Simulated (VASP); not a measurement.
A run of VASP 6.6.1 is set up as follows.

INCAR

```
SYSTEM = NaI
PREC = Accurate ; ENCUT = 520
EDIFF = 1E-8 ; ISMEAR = -1
SIGMA = 0.05 ; LREAL = .FALSE.
LASPH = .TRUE. ; NELM = 80
ALGO = Normal ; ISIF = 2
LWAVE = .FALSE. ; LCHARG = .FALSE.
GGA = PE ; LEFG = .TRUE.
NBANDS = 14
```

The input KPOINTS:

```
Automatic mesh
0
G
  10 10 10
  0 0 0
```

The input POSCAR:

```
NaI
1.0
    0.0000000000      3.5813786082      3.5813786082
    3.5813786082      0.0000000000      3.5813786082
    3.5813786082      3.5813786082      0.0000000000
Na I
1 1
Direct
    0.0000000000      0.0000000000      0.0000000000
    0.2500000000      0.2500000000      0.2500000000
```

Potentials or basis: VASP PAW PBE potentials, release 64 (Na_pv, I).

The run is started by

```bash
$ cat potpaw_PBE.64/Na_pv/POTCAR potpaw_PBE.64/I/POTCAR > POTCAR
$ mpirun -np 1 vasp_std > vasp.out
```

**Question.** What does it give for the band gap on the k mesh?

**Answer.** 3.77 eV.

**Question.** Estimate the pressure.

**Answer.** 0.0 GPa.

Caveat: spin-orbit coupling is left out, which moves the levels of the heavy elements. A k mesh can miss the band edges.
